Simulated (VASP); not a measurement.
SnO, 12 atoms in the cell. The cell holds a slab with vacuum, 12 atoms: a = 3.836 Å, b = 3.836 Å, c = 26.835 Å, α = 90.00°, β = 90.00°, γ = 90.00°. 

| Quantity | Value |
| --- | --- |
| Program | VASP 6.6.1 |
| Task | single point |
| Functional | PBE |
| Dispersion | D3(BJ) |
| Potentials or basis | VASP PAW PBE potentials, release 64 (Sn_d, O) |
| Cutoff | 520 eV |
| k mesh | 9 × 9 × 1 |
| Occupations | gaussian, width 0.1 eV |
| Spin | no spin polarisation |
| Dipole correction | yes |
| Further INCAR settings | ALGO = Normal; EDIFF = 1e-07; NBANDS = 72 |

Potentials or basis: VASP PAW PBE potentials, release 64 (Sn_d, O).

Command:

```bash
$ cat potpaw_PBE.64/Sn_d/POTCAR potpaw_PBE.64/O/POTCAR > POTCAR
$ mpirun -np 1 vasp_std > vasp.out
```

Hardware: 1 thread of Oxide Virtual Turin-like Processor (shared host).

Task: Estimate the wall time of this run.

Result: Wall time 30 min on 1 thread of Oxide Virtual Turin-like Processor, with other jobs on the host, peak memory 0.68 GiB. Counts: scf iterations 26, k points 25.
